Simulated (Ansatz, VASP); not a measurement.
## InAs in VASP and in Ansatz

Contents of INCAR:

```
ALGO = Normal
EDIFF = 1E-7
ENCUT = 520
GGA = PE
ISIF = 2
ISMEAR = -1
LASPH = T
LCHARG = T
LELF = T
LREAL = F
LVHAR = T
LWAVE = F
NBANDS = 16
NELM = 80
PREC = Accurate
SIGMA = 0.08
```

Contents of KPOINTS:

```
k-points
0
Gamma
  10 10 10
```

File POSCAR:

```
InAs
1.0
    0.0000000000      2.9627935246      2.9627935246
    2.9627935246      0.0000000000      2.9627935246
    2.9627935246      2.9627935246      0.0000000000
In As
1 1
Direct
    0.0000000000      0.0000000000      0.0000000000
    0.7500000000      0.7500000000      0.7500000000
```

Input for Ansatz:

```yaml
crystal:
  lattice:
    - [0.0, 2.9627935246, 2.9627935246]
    - [2.9627935246, 0.0, 2.9627935246]
    - [2.9627935246, 2.9627935246, 0.0]
  atoms:
    - { symbol: In, position: [0.0, 0.0, 0.0] }
    - { symbol: As, position: [0.75, 0.75, 0.75] }
kpoints:
  mp_grid: { grid: [10, 10, 10] }
scf:
  occupations: { method: fermi_dirac, width: 0.08 }
hamiltonian:
  xc: pbe
  pseudopotentials: { kind: all_electron, lapw: { basis_error: 0.00025 } }
output:
  forces: true
  stress: true
  eigenvalues: true
```

Change from the starting cell: volume scaled by 0.9405.

Alike in both runs: task single point; functional PBE; k mesh 10 × 10 × 10; occupations fermi-dirac, width 0.08 eV; no spin polarisation.

|  | VASP | Ansatz |
| --- | --- | --- |
| version | VASP 6.6.1 | Ansatz 0.2.0 |
| potentials or method | VASP PAW PBE potentials, release 64 (In_d, As), cutoff 520 eV | all-electron LAPW, scalar-relativistic |

|  | VASP | Ansatz | Ansatz less VASP |
| --- | --- | --- | --- |
| pressure (GPa) | 8.6 | 8.5 | -0.09 |

Ansatz ran all-electron here, and VASP with PAW potentials.
